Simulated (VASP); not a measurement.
Wanted: the native input for a VASP 6.6.1 run.

* Task: single point
* Functional: PBE
* Potentials or basis: VASP PAW PBE potentials, release 64 (W_sv, C)
* Cutoff: 520 eV
* k mesh: 18 × 18 × 16
* Occupations: gaussian, width 0.15 eV
* Spin: no spin polarisation
* Dipole correction: no
* Further INCAR settings: ALGO = Normal; EDIFF = 1e-06; NBANDS = 16

The structure of WC lies in POSCAR:

```
WC
1.0
    2.9005014360      0.0000000000      0.0000000000
   -1.4502507180      2.5119079273      0.0125595396
    0.0000000000      0.0141450000      2.8290000000
W C
1 1
Direct
    0.0000000000      0.0000000000      0.0000000000
    0.6666666667      0.3333333333      0.5000000000
```

This cell differs from its parent crystal: strain +0.0100 x Voigt [0, 0, 0, 1, 0, 0].

The input as run:

INCAR

```
SYSTEM = WC
  PREC = Accurate
  ENCUT = 520
  EDIFF = 1E-6
  ISMEAR = 0
  SIGMA = 0.15
  LREAL = .FALSE.
  LASPH = .TRUE.
  NELM = 100
  ALGO = Normal
  ISIF = 2
  LWAVE = .FALSE.
  LCHARG = .FALSE.
  GGA = PE
  NBANDS = 16
```

KPOINTS

```
Automatic mesh
0
G
  18 18 16
  0 0 0
```

Potentials or basis: VASP PAW PBE potentials, release 64 (W_sv, C).

Launch:

```console
$ cat potpaw_PBE.64/W_sv/POTCAR potpaw_PBE.64/C/POTCAR > POTCAR
$ mpirun -np 1 vasp_std > vasp.out
```

It gave:

```yaml
Pressure: 9.7 GPa
Largest_force: 0.003 eV/Å
Band_gap_on_the_k_mesh: zero (band 9 reaches 11.81 eV, above the bottom of band 10 at 10.59 eV)
```

Caveat: the cell differs from its parent crystal (strain +0.0100 x Voigt [0, 0, 0, 1, 0, 0]); spin-orbit coupling is left out, which moves the levels of the heavy elements.

It took 2.9 min on 1 thread of Intel(R) Xeon(R) Platinum 8488C (Sapphire Rapids), with other jobs on the host, peak memory 0.53 GiB.
